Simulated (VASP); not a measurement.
# Ge2Sb2Te5 in VASP: single point with PBE

Aim: the single point of Ge2Sb2Te5 with PBE.

Everything below comes from runs of VASP 6.6.1. Logs are shortened: lines on timing, memory, paths and dates and some standing lists are left out, and cuts for length are marked.

## Step 1: The cell of the first run

The cell holds a disordered packing, 18 atoms: a = 8.147 Å, b = 9.207 Å, c = 8.674 Å, α = 89.10°, β = 90.53°, γ = 82.47°.

## Step 2: Single point, PBE

File INCAR:

```
SYSTEM = Ge2Sb2Te5
PREC = Accurate
ENCUT = 410
EDIFF = 1E-6
ISMEAR = 0
SIGMA = 0.1
LREAL = .FALSE.
LASPH = .TRUE.
NELM = 120
ALGO = Normal
ISIF = 2
LWAVE = .FALSE.
LCHARG = .FALSE.
GGA = PE
NBANDS = 83
GGA_COMPAT = .FALSE.
```

File KPOINTS:

```
regular mesh
0
G
  3 3 4
  0 0 0
```

File POSCAR:

```
Ge2Sb2Te5
1.0
    8.1253740000      0.5865050000     -0.0481050000
    0.5458550000      9.1905850000      0.0568950000
   -0.0351870000      0.0850050000      8.6732510000
Ge Sb Te
4 4 10
Direct
    0.4710415179      0.0344585005      0.9146487411
    0.9916673868      0.7965609785      0.5451086147
    0.9002968097      0.5847778453      0.8789400442
    0.5422012518      0.8553766761      0.1553600628
    0.4876751982      0.3789782046      0.1960025526
    0.7713107533      0.9900603502      0.3097299598
    0.2370045282      0.7880713348      0.2320712979
    0.1719987516      0.3735348793      0.8135032853
    0.2055689552      0.0104027153      0.4705379135
    0.2154882052      0.5537684860      0.4585299053
    0.5632641060      0.1485851278      0.5229917090
    0.7259710809      0.1871978182      0.0241843336
    0.3815865672      0.5679429483      0.9374646012
    0.7068780073      0.5837650454      0.6290199646
    0.2216939498      0.1905670744      0.0920823422
    0.7532957287      0.6009703896      0.1591545320
    0.8538364893      0.3124678882      0.5296798777
    0.0030119558      0.8440710030      0.8529002772
```

Potentials or basis: VASP PAW PBE potentials, release 64 (Ge_d, Sb, Te).

Run with:

```
$ cat potpaw_PBE.64/Ge_d/POTCAR potpaw_PBE.64/Sb/POTCAR potpaw_PBE.64/Te/POTCAR > POTCAR
$ mpirun -np 1 vasp_std > vasp.out
```

OUTCAR:

```text
SYSTEM = Ge2Sb2Te5
   PREC = Accurate
   ENCUT = 410
   EDIFF = 1E-6
   ISMEAR = 0
   LREAL = .FALSE.
   LASPH = .TRUE.
   NELM = 120
   ISIF = 2
   GGA = PE

 ion  position               nearest neighbor table
   1  0.471  0.034  0.915-   4 2.65  15 2.81  12 2.82
   2  0.992  0.797  0.545-  18 2.71  10 2.81   9 2.87   6 3.09
   3  0.900  0.585  0.879-  18 2.64  14 2.67  16 2.72   8 2.82
   4  0.542  0.855  0.155-   1 2.65  16 2.72   6 2.73   7 2.73
   5  0.488  0.379  0.196-  13 2.87  12 2.89  15 3.08  16 3.18  10 3.46  11 3.52
   6  0.771  0.990  0.310-   4 2.73  11 2.81  12 3.04   2 3.09  17 3.69
   7  0.237  0.788  0.232-   4 2.73  10 2.92   9 2.92  13 3.41
   8  0.172  0.374  0.814-   3 2.82  13 2.85  15 2.92  10 3.52  17 3.66
   9  0.206  0.010  0.471-   2 2.87   7 2.92  11 3.36  15 3.67
  10  0.215  0.554  0.459-   2 2.81   7 2.92   5 3.46   8 3.52
  11  0.563  0.149  0.523-   6 2.81  17 2.97   9 3.36   5 3.52
  12  0.726  0.187  0.024-   1 2.82   5 2.89   6 3.04
  13  0.382  0.568  0.937-   8 2.85   5 2.87   7 3.41  16 3.62
  14  0.707  0.584  0.629-   3 2.67  17 2.78
  15  0.222  0.191  0.092-   1 2.81   8 2.92   5 3.08   9 3.67
  16  0.753  0.601  0.159-   3 2.72   4 2.72   5 3.18  13 3.62
  17  0.854  0.312  0.530-  14 2.78  11 2.97   8 3.66   6 3.69
  18  0.003  0.844  0.853-   3 2.64   2 2.71

  LATTYP: Found a triclinic cell.
 ALAT       =     8.6737389218
 B/A-ratio  =     1.3782322046
 C/A-ratio  =     1.8127396468
 COS(alpha) =     0.0015874585
 COS(beta)  =     0.5560670111
 COS(gamma) =     0.7318674697

  Lattice vectors:

 A1 = (   0.0351870000,  -0.0850050000,  -8.6732510000)
 A2 = (   8.1605610000,   0.5015000000,  -8.7213560000)
 A3 = (  -8.6360420000,  -9.8620950000,  -8.6820410000)

Analysis of symmetry for initial positions (statically):
=====================================================================
 Subroutine PRICEL returns:
 Original cell was already a primitive cell.

 Routine SETGRP: Setting up the symmetry group for a
 triclinic supercell.

 Subroutine GETGRP returns: Found  1 space group operations
 (whereof  1 operations were pure point group operations)
 out of a pool of  2 trial point group operations.

The static configuration has the point symmetry C_1 .

Analysis of symmetry for dynamics (positions and initial velocities):
=====================================================================
 Subroutine PRICEL returns:
 Original cell was already a primitive cell.

 Routine SETGRP: Setting up the symmetry group for a
 triclinic supercell.

[... 137 lines left out ...]
   ISYM   =      2    0-nonsym 1-usesym 2-fastsym
   POTIM  = 0.5000    time-step for ionic-motion
   TEBEG  =    0.0;   TEEND  =   0.0 temperature during run
   PSTRESS=    0.0 pullay stress
   NELECT =     136.0000    total number of electrons
   NUPDOWN=      -1.0000    fix difference up-down
   EMIN   =  10.00;   EMAX   =-10.00  energy-range for DOS
   EFERMI =   0.00;   METHOD = LEGACY
   ISMEAR =     0;   SIGMA  =   0.10  broadening in eV -4-tet -1-fermi 0-gaus
   EFERMI_NEDOS =   21; number of points for ismear=-14 and -15
   IALGO  =     38    algorithm
   IMIX   =      4    mixing-type and parameters
     AMIX     =   0.40;   BMIX     =  1.00
     AMIX_MAG =   1.60;   BMIX_MAG =  1.00
  volume/ion in A,a.u.               =      35.83       241.76
  Fermi-wavevector in a.u.,A,eV,Ry     =   0.974466  1.841474 12.919874  0.949584
  Thomas-Fermi vector in A             =   2.104928
   LORBIT       =      0    0 simple, 1 ext, 2 COOP (PROOUT), +10 PAW based schemes
   GGA     = PE    functional components
   LHFCALC =     F    Hartree Fock is set to
   AEXX    =    0.0000 exact exchange contribution
   IVDW    =     0    specifies the selected vdW correction
   LEPSILON=     F    determine dielectric tensor
   LRPA    =     F    only Hartree local field effects (RPA)
 non-spin polarized calculation
 Gauss-broadening in eV      SIGMA  =   0.10
  energy-cutoff  :      410.00
  volume of cell :      644.86
 maximum number of plane-waves:     12185
 NGX is ok and might be reduce to    54
   NGX = 27   NGY = 31   NGZ = 29

 number of electron     136.0000041 magnetization

 Free energy of the ion-electron system (eV)
  ---------------------------------------------------
  ext. energy  EPLUGINS =         0.00000000
  ---------------------------------------------------
  free energy    TOTEN  =       -64.96053153 eV

  energy without entropy =      -64.96032444  energy(sigma->0) =      -64.96042799

 E-fermi :   4.5119     XC(G=0):  -8.5264

 val. band max:        4.3342508596   @ k =  -0.0000  -0.0000   0.5000
 cond. band min:       4.7230505960   @ k =   0.3333  -0.0000  -0.0000
 fundamental gap:      0.3887997364
 Fermi energy:         4.5118889433

 k-point     1 :       0.0000    0.0000    0.0000
  band No.  band energies     occupation
      1     -20.6489      2.00000
      2     -20.6460      2.00000
      3     -20.6275      2.00000
      4     -20.6168      2.00000
      5     -20.6106      2.00000
      6     -20.3149      2.00000
[... 1566 lines left out ...]
     79       6.5573      0.00000
     80       6.6077      0.00000
 [bands above 80 left out]

------------------------ aborting loop because EDIFF is reached ----------------------------------------

  FORCE on cell =-STRESS in cart. coord.  units (eV):
  Direction    XX          YY          ZZ          XY          YZ          ZX
  --------------------------------------------------------------------------------------
  -------------------------------------------------------------------------------------
  Total       -1.2340061     -1.0331813     -0.6485126      0.4953920     -0.4433033      0.5366001
  in kB       -3.0659464     -2.5669877     -1.6112603      1.2308248     -1.1014080      1.3332082
  external PRESSURE =      -2.4147315 kB  Pullay stress =       0.0000000 kB

 VOLUME and BASIS-vectors are now :
 -----------------------------------------------------------------------------
  energy-cutoff  :      410.00
  volume of cell :      644.86
      direct lattice vectors                 reciprocal lattice vectors
     8.125374000  0.586505000 -0.048105000     0.123604814 -0.007344792  0.000573444
     0.545855000  9.190585000  0.056895000    -0.007894766  0.109282723 -0.001103089
    -0.035187000  0.085005000  8.673251000     0.000737345 -0.000757612  0.115307437

 POSITION                                       TOTAL-FORCE (eV/Angst)
 -----------------------------------------------------------------------------------
      3.81401      0.67071      7.91228         0.076642     -0.091042     -0.006136
      8.47329      7.94882      4.72548        -0.103479     -0.019141     -0.010965
      7.60352      5.97719      7.61323         0.103820     -0.066200     -0.074457
      4.86703      8.19262      1.37006        -0.052415     -0.063478     -0.053688
      4.16251      3.78572      1.69808        -0.015143      0.069738     -0.054025
      6.79672      9.57794      2.70559         0.083133     -0.060027     -0.012992
[... 10 lines left out ...]
      7.08967      3.41757      4.57075         0.096979      0.032828     -0.012126
      0.45520      7.83177      7.44530        -0.049376     -0.094139     -0.092040
 -----------------------------------------------------------------------------------
    total drift:                               -0.000409     -0.001464     -0.002879

  FREE ENERGIE OF THE ION-ELECTRON SYSTEM (eV)
  ---------------------------------------------------
  free  energy   TOTEN  =       -64.9605315343 eV

  energy  without entropy=      -64.9603244393  energy(sigma->0) =      -64.96042799
```

OSZICAR:

```text
N       E                     dE             d eps       ncg     rms          rms(c)
DAV:   1     0.126406847028E+04    0.12641E+04   -0.45887E+04  3807   0.179E+03
DAV:   2     0.154360023278E+03   -0.11097E+04   -0.10730E+04  3434   0.485E+02
DAV:   3    -0.477665784661E+02   -0.20213E+03   -0.19484E+03  3593   0.164E+02
DAV:   4    -0.646670582032E+02   -0.16900E+02   -0.16447E+02  3724   0.541E+01
DAV:   5    -0.655128407108E+02   -0.84578E+00   -0.84030E+00  4420   0.112E+01    0.165E+01
DAV:   6    -0.649998490656E+02    0.51299E+00   -0.10213E+00  4236   0.381E+00    0.107E+01
DAV:   7    -0.649753577218E+02    0.24491E-01   -0.98336E-01  4092   0.292E+00    0.162E+00
DAV:   8    -0.649582766116E+02    0.17081E-01   -0.14914E-01  3684   0.227E+00    0.139E+00
DAV:   9    -0.649598526660E+02   -0.15761E-02   -0.28915E-02  3708   0.660E-01    0.524E-01
DAV:  10    -0.649602670745E+02   -0.41441E-03   -0.33002E-03  3964   0.504E-01    0.184E-01
DAV:  11    -0.649604275724E+02   -0.16050E-03   -0.68567E-04  3876   0.215E-01    0.772E-02
DAV:  12    -0.649605049092E+02   -0.77337E-04   -0.29398E-04  3804   0.697E-02    0.411E-02
DAV:  13    -0.649605249254E+02   -0.20016E-04   -0.27367E-05  3748   0.341E-02    0.247E-02
DAV:  14    -0.649605295475E+02   -0.46221E-05   -0.82092E-06  3324   0.226E-02    0.137E-02
DAV:  15    -0.649605313056E+02   -0.17581E-05   -0.55533E-06  3524   0.786E-03    0.413E-03
DAV:  16    -0.649605315343E+02   -0.22869E-06   -0.58664E-07  2132   0.834E-03
   1 F= -.64960532E+02 E0= -.64960428E+02  d E =-.207095E-03
```

Wall time 29 min (1 thread of AMD EPYC 7R13, shared host); peak memory 0.78 GiB.

Results:

| Item | Value |
| --- | --- |
| Free energy | -64.9605 eV |
| Pressure | -0.2 GPa |
| Largest force | 0.144 eV/Å |
| Band gap on the k mesh | 0.39 eV (least direct gap 0.51 eV) |

Forces on the atoms (eV/Å):
```
Ge   0.077 -0.091 -0.006
Ge  -0.103 -0.019 -0.011
Ge   0.104 -0.066 -0.074
Ge  -0.052 -0.063 -0.054
Sb  -0.015  0.070 -0.054
Sb   0.083 -0.060 -0.013
Sb   0.035  0.027  0.081
Sb  -0.035  0.054  0.016
Te   0.028  0.067 -0.014
Te   0.036  0.127  0.021
Te  -0.007 -0.010  0.103
Te  -0.075 -0.030 -0.047
Te  -0.062 -0.058  0.098
Te   0.030  0.073 -0.012
Te  -0.021  0.040 -0.006
Te  -0.070  0.002  0.076
Te   0.097  0.033 -0.012
Te  -0.049 -0.094 -0.092
```

Caveat: the atoms stand as in a frame of molecular dynamics; spin-orbit coupling is left out, which moves the levels of the heavy elements.
